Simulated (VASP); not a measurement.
# I (Pm-3m) in VASP: further runs

The runs below take I through single point, relaxation of cell and atoms, with LDA.

All numbers are computed with VASP 6.6.1; they aren't measurements. Logs are shortened: lines on timing, memory, paths and dates and some standing lists are left out, and cuts for length are marked.

### 1 The cell of the first run

Symmetry: Pm-3m, No. 221, cubic system. The conventional cell has a = 3.204 Å, b = 3.204 Å, c = 3.204 Å, α = 90.00°, β = 90.00°, γ = 90.00°. I (site symmetry m-3m) has 6 I at 3.20 Å within 4.2 Å.

### 2 Single point, LDA (32.89 Å³/atom)

Input file INCAR:

```
PREC = Accurate
ENCUT = 520
EDIFF = 1E-7
ISMEAR = -1
SIGMA = 0.05
LREAL = False
LASPH = True
NELM = 100
ALGO = Normal
ISIF = 2
LWAVE = False
LCHARG = False
GGA = CA
NBANDS = 10
```

Input file KPOINTS:

```
Automatic mesh
0
Gamma
  13 13 13
```

Input file POSCAR:

```
I
1.0
    3.2040229366      0.0000000000      0.0000000000
    0.0000000000      3.2040229366      0.0000000000
    0.0000000000      0.0000000000      3.2040229366
I
1
Direct
    0.0000000000      0.0000000000      0.0000000000
```

Potentials or basis: VASP PAW LDA potentials, release 64 (I).

Run with:

```bash
$ cat potpaw_LDA.64/I/POTCAR > POTCAR
$ mpirun -np 1 vasp_std > vasp.out
```

OUTCAR:

```text
PREC = Accurate
   ENCUT = 520
   EDIFF = 1E-7
   ISMEAR = -1
   LREAL = False
   LASPH = True
   NELM = 100
   ISIF = 2
   GGA = CA

 ion  position               nearest neighbor table
   1  0.000  0.000  0.000-

  LATTYP: Found a simple cubic cell.
 ALAT       =     3.2040229366

  Lattice vectors:

 A1 = (   3.2040229366,   0.0000000000,   0.0000000000)
 A2 = (   0.0000000000,   3.2040229366,   0.0000000000)
 A3 = (   0.0000000000,   0.0000000000,   3.2040229366)

Analysis of symmetry for initial positions (statically):
=====================================================================
 Subroutine PRICEL returns:
 Original cell was already a primitive cell.

 Routine SETGRP: Setting up the symmetry group for a
 simple cubic supercell.

 Subroutine GETGRP returns: Found 48 space group operations
 (whereof 48 operations were pure point group operations)
 out of a pool of 48 trial point group operations.

The static configuration has the point symmetry O_h .

Analysis of symmetry for dynamics (positions and initial velocities):
=====================================================================
 Subroutine PRICEL returns:
 Original cell was already a primitive cell.

 Routine SETGRP: Setting up the symmetry group for a
 simple cubic supercell.

 Subroutine GETGRP returns: Found 48 space group operations
 (whereof 48 operations were pure point group operations)
 out of a pool of 48 trial point group operations.

The dynamic configuration has the point symmetry O_h .

 Subroutine INISYM returns: Found 48 space group operations
 (whereof 48 operations are pure point group operations),
 and found     1 'primitive' translations

----------------------------------------------------------------------------------------

                                     Primitive cell

  volume of cell :      32.8917

  direct lattice vectors                    reciprocal lattice vectors
     3.204022937  0.000000000  0.000000000     0.312107628  0.000000000  0.000000000
     0.000000000  3.204022937  0.000000000     0.000000000  0.312107628  0.000000000
     0.000000000  0.000000000  3.204022937     0.000000000  0.000000000  0.312107628

  length of vectors
     3.204022937  3.204022937  3.204022937     0.312107628  0.312107628  0.312107628

  position of ions in fractional coordinates (direct lattice)
     0.000000000  0.000000000  0.000000000

[... 77 lines left out ...]
   EDIFFG = 0.1E-05   stopping-criterion for IOM
   NSW    =      0    number of steps for IOM
   IBRION =     -1    ionic relax: 0-MD 1-quasi-New 2-CG
   NFREE  =      0    steps in history (QN), initial steepest desc. (CG)
   ISIF   =      2    stress and relaxation
   ISYM   =      2    0-nonsym 1-usesym 2-fastsym
   POTIM  = 0.5000    time-step for ionic-motion
   TEBEG  =    0.0;   TEEND  =   0.0 temperature during run
   PSTRESS=    0.0 pullay stress
   NELECT =       7.0000    total number of electrons
   NUPDOWN=      -1.0000    fix difference up-down
   EMIN   =  10.00;   EMAX   =-10.00  energy-range for DOS
   EFERMI =   0.00;   METHOD = LEGACY
   ISMEAR =    -1;   SIGMA  =   0.05  broadening in eV -4-tet -1-fermi 0-gaus
   EFERMI_NEDOS =   21; number of points for ismear=-14 and -15
   IALGO  =     38    algorithm
   IMIX   =      4    mixing-type and parameters
     AMIX     =   0.40;   BMIX     =  1.00
     AMIX_MAG =   1.60;   BMIX_MAG =  1.00
  volume/ion in A,a.u.               =      32.89       221.96
  Fermi-wavevector in a.u.,A,eV,Ry     =   0.977414  1.847045 12.998165  0.955338
  Thomas-Fermi vector in A             =   2.108110
   LORBIT       =      0    0 simple, 1 ext, 2 COOP (PROOUT), +10 PAW based schemes
   GGA     = CA    functional components
   LHFCALC =     F    Hartree Fock is set to
   AEXX    =    0.0000 exact exchange contribution
   IVDW    =     0    specifies the selected vdW correction
   LEPSILON=     F    determine dielectric tensor
   LRPA    =     F    only Hartree local field effects (RPA)
 non-spin polarized calculation
  energy-cutoff  :      520.00
  volume of cell :       32.89
 maximum number of plane-waves:       912
 NGX is ok and might be reduce to    24
   NGX = 11   NGY = 11   NGZ = 11

 number of electron       7.0000002 magnetization

 Free energy of the ion-electron system (eV)
  ---------------------------------------------------
  ext. energy  EPLUGINS =         0.00000000
  ---------------------------------------------------
  free energy    TOTEN  =        -1.68358232 eV

  energy without entropy =       -1.67585210  energy(sigma->0) =       -1.67971721

 E-fermi :   6.1296     XC(G=0):  -9.4921

 val. band max:        6.1268631067   @ k =   0.3077   0.1538   0.0769
 cond. band min:       6.1756181064   @ k =   0.3846   0.0769   0.0000
 fundamental gap:      0.0487549997
 Fermi energy:         6.1295572872

 k-point     1 :       0.0000    0.0000    0.0000
  band No.  band energies     occupation
      1      -9.0519      2.00000
      2       5.8549      1.99181
      3       5.8549      1.99181
      4       5.8549      1.99181
      5      11.5915      0.00000
      6      11.9685      0.00000
      7      11.9685      0.00000
      8      23.2180      0.00000
      9      23.2180      0.00000
     10      23.2185      0.00000
[... 287 lines left out ...]
 k-point    24 :       0.3846    0.3077    0.0000
  band No.  band energies     occupation
      1      -7.1002      2.00000
      2       1.0371      2.00000
      3       2.2903      2.00000
      4       7.3889      0.00000
      5      10.4329      0.00000
      6      14.5829      0.00000
      7      17.9039      0.00000
      8      18.4190      0.00000
      9      19.1667      0.00000
     10      19.5662      0.00000

 [... further k-points ...]

------------------------ aborting loop because EDIFF is reached ----------------------------------------

  FORCE on cell =-STRESS in cart. coord.  units (eV):
  Direction    XX          YY          ZZ          XY          YZ          ZX
  --------------------------------------------------------------------------------------
  -------------------------------------------------------------------------------------
  Total        1.2484114      1.2484114      1.2484114      0.0000000     -0.0000000     -0.0000000
  in kB       60.8109024     60.8109024     60.8109024      0.0000000     -0.0000000     -0.0000000
  external PRESSURE =      60.8109024 kB  Pullay stress =       0.0000000 kB

 VOLUME and BASIS-vectors are now :
 -----------------------------------------------------------------------------
  energy-cutoff  :      520.00
  volume of cell :       32.89
      direct lattice vectors                 reciprocal lattice vectors
     3.204022937  0.000000000  0.000000000     0.312107628  0.000000000  0.000000000
     0.000000000  3.204022937  0.000000000     0.000000000  0.312107628  0.000000000
     0.000000000  0.000000000  3.204022937     0.000000000  0.000000000  0.312107628

 POSITION                                       TOTAL-FORCE (eV/Angst)
 -----------------------------------------------------------------------------------
      0.00000      0.00000      0.00000         0.000000      0.000000      0.000000
 -----------------------------------------------------------------------------------
    total drift:                               -0.000000      0.000000      0.000000

  FREE ENERGIE OF THE ION-ELECTRON SYSTEM (eV)
  ---------------------------------------------------
  free  energy   TOTEN  =        -1.6835823230 eV

  energy  without entropy=       -1.6758521026  energy(sigma->0) =       -1.67971721
```

OSZICAR:

```text
N       E                     dE             d eps       ncg     rms          rms(c)
DAV:   1     0.191334143044E+02    0.19133E+02   -0.24817E+03  1696   0.499E+02
DAV:   2    -0.978824610593E+00   -0.20112E+02   -0.19486E+02  2236   0.858E+01
DAV:   3    -0.167804996372E+01   -0.69923E+00   -0.69049E+00  2120   0.159E+01
DAV:   4    -0.168375186078E+01   -0.57019E-02   -0.57004E-02  2164   0.176E+00
DAV:   5    -0.168381433715E+01   -0.62476E-04   -0.62475E-04  2102   0.164E-01    0.804E+00
DAV:   6    -0.168365740857E+01    0.15693E-03   -0.97770E-05  2178   0.663E-02    0.484E+00
DAV:   7    -0.168357677384E+01    0.80635E-04   -0.22372E-04  1944   0.978E-02    0.185E-02
DAV:   8    -0.168358038674E+01   -0.36129E-05   -0.56844E-06  2158   0.155E-02    0.107E-02
DAV:   9    -0.168358225338E+01   -0.18666E-05   -0.90402E-07  1914   0.657E-03    0.843E-03
DAV:  10    -0.168358232304E+01   -0.69656E-07   -0.35797E-08  2004   0.110E-03
   1 F= -.16835823E+01 E0= -.16797172E+01  d E =-.773022E-02
```

stdout:

```text
POSCAR found type information on POSCAR I
 POSCAR found :  1 types and       1 ions
 scaLAPACK will be used
 LDA part: xc-table for (Slater(with rela. corr.)+CA(PZ))
 , standard interpolation
 POSCAR, INCAR and KPOINTS ok, starting setup
 FFT: planning ... GRIDC
 FFT: planning ... GRID_SOFT
 FFT: planning ... GRID
 WAVECAR not read
 entering main loop
```

It took 14 s on 1 thread of Intel Xeon 8259CL, shared host; peak memory 0.14 GiB.

What came out:

| Quantity | Value |
| --- | --- |
| Free energy | -1.6836 eV |
| Pressure | 6.1 GPa |
| Band gap on the k mesh | zero (an odd number of electrons rules out a gap without spin polarisation) |

Caveat: the cell stands under pressure; spin-orbit coupling is left out, which moves the levels of the heavy elements; an odd number of electrons without spin polarisation forces a metal; a magnetic or distorted state may lie lower.

### 3 Single point, LDA (32.89 Å³/atom)

Input file INCAR:

```
SYSTEM = I
PREC = Accurate
ENCUT = 520
EDIFF = 1E-6
ISMEAR = -1
SIGMA = 0.05
LREAL = .FALSE.
LASPH = .TRUE.
NELM = 100
ALGO = Normal
ISIF = 2
LWAVE = .FALSE.
LCHARG = .TRUE.
LELF = .TRUE.
LVHAR = .TRUE.
NBANDS = 10
```

Input file KPOINTS:

```
Automatic mesh
0
G
  13 13 13
  0 0 0
```

POSCAR is that of step 2.

Potentials or basis: VASP PAW LDA potentials, release 64 (I).

Run with:

```bash
$ cat potpaw_LDA.64/I/POTCAR > POTCAR
$ mpirun -np 1 vasp_std > vasp.out
```

OUTCAR:

```text
SYSTEM = I
   PREC = Accurate
   ENCUT = 520
   EDIFF = 1E-6
   ISMEAR = -1
   LREAL = .FALSE.
   LASPH = .TRUE.
   NELM = 100
   ISIF = 2

 ion  position               nearest neighbor table
   1  0.000  0.000  0.000-

  LATTYP: Found a simple cubic cell.
 ALAT       =     3.2040229366

  Lattice vectors:

 A1 = (   3.2040229366,   0.0000000000,   0.0000000000)
 A2 = (   0.0000000000,   3.2040229366,   0.0000000000)
 A3 = (   0.0000000000,   0.0000000000,   3.2040229366)

Analysis of symmetry for initial positions (statically):
=====================================================================
 Subroutine PRICEL returns:
 Original cell was already a primitive cell.

 Routine SETGRP: Setting up the symmetry group for a
 simple cubic supercell.

 Subroutine GETGRP returns: Found 48 space group operations
 (whereof 48 operations were pure point group operations)
 out of a pool of 48 trial point group operations.

The static configuration has the point symmetry O_h .

Analysis of symmetry for dynamics (positions and initial velocities):
=====================================================================
 Subroutine PRICEL returns:
 Original cell was already a primitive cell.

 Routine SETGRP: Setting up the symmetry group for a
 simple cubic supercell.

 Subroutine GETGRP returns: Found 48 space group operations
 (whereof 48 operations were pure point group operations)
 out of a pool of 48 trial point group operations.

The dynamic configuration has the point symmetry O_h .

 Subroutine INISYM returns: Found 48 space group operations
 (whereof 48 operations are pure point group operations),
 and found     1 'primitive' translations

----------------------------------------------------------------------------------------

                                     Primitive cell

  volume of cell :      32.8917
[... 109 lines left out ...]
  Fermi-wavevector in a.u.,A,eV,Ry     =   0.977414  1.847045 12.998165  0.955338
  Thomas-Fermi vector in A             =   2.108110
   LORBIT       =      0    0 simple, 1 ext, 2 COOP (PROOUT), +10 PAW based schemes
   GGA     = CA    functional components
   LHFCALC =     F    Hartree Fock is set to
   AEXX    =    0.0000 exact exchange contribution
   IVDW    =     0    specifies the selected vdW correction
   LEPSILON=     F    determine dielectric tensor
   LRPA    =     F    only Hartree local field effects (RPA)
 non-spin polarized calculation
  energy-cutoff  :      520.00
  volume of cell :       32.89
 maximum number of plane-waves:       912
 NGX is ok and might be reduce to    24
   NGX = 11   NGY = 11   NGZ = 11

 number of electron       7.0000002 magnetization

 Free energy of the ion-electron system (eV)
  ---------------------------------------------------
  ext. energy  EPLUGINS =         0.00000000
  ---------------------------------------------------
  free energy    TOTEN  =        -1.68358232 eV

  energy without entropy =       -1.67585210  energy(sigma->0) =       -1.67971721

 E-fermi :   6.1296     XC(G=0):  -9.4921

 val. band max:        6.1268631067   @ k =   0.3077   0.1538   0.0769
 cond. band min:       6.1756181064   @ k =   0.3846   0.0769   0.0000
 fundamental gap:      0.0487549997
 Fermi energy:         6.1295572872

 k-point     1 :       0.0000    0.0000    0.0000
  band No.  band energies     occupation
      1      -9.0519      2.00000
      2       5.8549      1.99181
      3       5.8549      1.99181
      4       5.8549      1.99181
      5      11.5915      0.00000
      6      11.9685      0.00000
      7      11.9685      0.00000
      8      23.2180      0.00000
      9      23.2180      0.00000
     10      23.2185      0.00000
[... 287 lines left out ...]
 k-point    24 :       0.3846    0.3077    0.0000
  band No.  band energies     occupation
      1      -7.1002      2.00000
      2       1.0371      2.00000
      3       2.2903      2.00000
      4       7.3889      0.00000
      5      10.4329      0.00000
      6      14.5829      0.00000
      7      17.9039      0.00000
      8      18.4190      0.00000
      9      19.1667      0.00000
     10      19.5662      0.00000

 [... further k-points ...]

------------------------ aborting loop because EDIFF is reached ----------------------------------------

  FORCE on cell =-STRESS in cart. coord.  units (eV):
  Direction    XX          YY          ZZ          XY          YZ          ZX
  --------------------------------------------------------------------------------------
  -------------------------------------------------------------------------------------
  Total        1.2484366      1.2484366      1.2484366     -0.0000000     -0.0000000      0.0000000
  in kB       60.8121311     60.8121311     60.8121311     -0.0000000     -0.0000000      0.0000000
  external PRESSURE =      60.8121311 kB  Pullay stress =       0.0000000 kB

 VOLUME and BASIS-vectors are now :
 -----------------------------------------------------------------------------
  energy-cutoff  :      520.00
  volume of cell :       32.89
      direct lattice vectors                 reciprocal lattice vectors
     3.204022937  0.000000000  0.000000000     0.312107628  0.000000000  0.000000000
     0.000000000  3.204022937  0.000000000     0.000000000  0.312107628  0.000000000
     0.000000000  0.000000000  3.204022937     0.000000000  0.000000000  0.312107628

 POSITION                                       TOTAL-FORCE (eV/Angst)
 -----------------------------------------------------------------------------------
      0.00000      0.00000      0.00000         0.000000      0.000000      0.000000
 -----------------------------------------------------------------------------------
    total drift:                                0.000000      0.000000      0.000000

  FREE ENERGIE OF THE ION-ELECTRON SYSTEM (eV)
  ---------------------------------------------------
  free  energy   TOTEN  =        -1.6835823229 eV

  energy  without entropy=       -1.6758521024  energy(sigma->0) =       -1.67971721
```

OSZICAR:

```text
N       E                     dE             d eps       ncg     rms          rms(c)
DAV:   1     0.191334143044E+02    0.19133E+02   -0.24817E+03  1696   0.499E+02
DAV:   2    -0.978824610593E+00   -0.20112E+02   -0.19486E+02  2236   0.858E+01
DAV:   3    -0.167804996372E+01   -0.69923E+00   -0.69049E+00  2120   0.159E+01
DAV:   4    -0.168375186078E+01   -0.57019E-02   -0.57004E-02  2164   0.176E+00
DAV:   5    -0.168381433715E+01   -0.62476E-04   -0.62475E-04  2102   0.164E-01    0.804E+00
DAV:   6    -0.168365740857E+01    0.15693E-03   -0.97770E-05  2178   0.663E-02    0.484E+00
DAV:   7    -0.168357677384E+01    0.80635E-04   -0.22372E-04  1944   0.978E-02    0.185E-02
DAV:   8    -0.168358038674E+01   -0.36129E-05   -0.56844E-06  2158   0.155E-02    0.107E-02
DAV:   9    -0.168358225337E+01   -0.18666E-05   -0.90402E-07  1886   0.657E-03    0.843E-03
DAV:  10    -0.168358232286E+01   -0.69491E-07   -0.31506E-08  1116   0.110E-03
   1 F= -.16835823E+01 E0= -.16797172E+01  d E =-.773022E-02
```

It took 16 s on 1 thread of Intel Xeon 8259CL, shared host; peak memory 0.14 GiB.

Results:

```yaml
Free_energy: -1.6836 eV
Pressure: 6.1 GPa
Band_gap_on_the_k_mesh: zero (an odd number of electrons rules out a gap without spin polarisation)
```

Caveat: the cell stands under pressure; spin-orbit coupling is left out, which moves the levels of the heavy elements; an odd number of electrons without spin polarisation forces a metal; a magnetic or distorted state may lie lower.

[end of part 1 of 2]
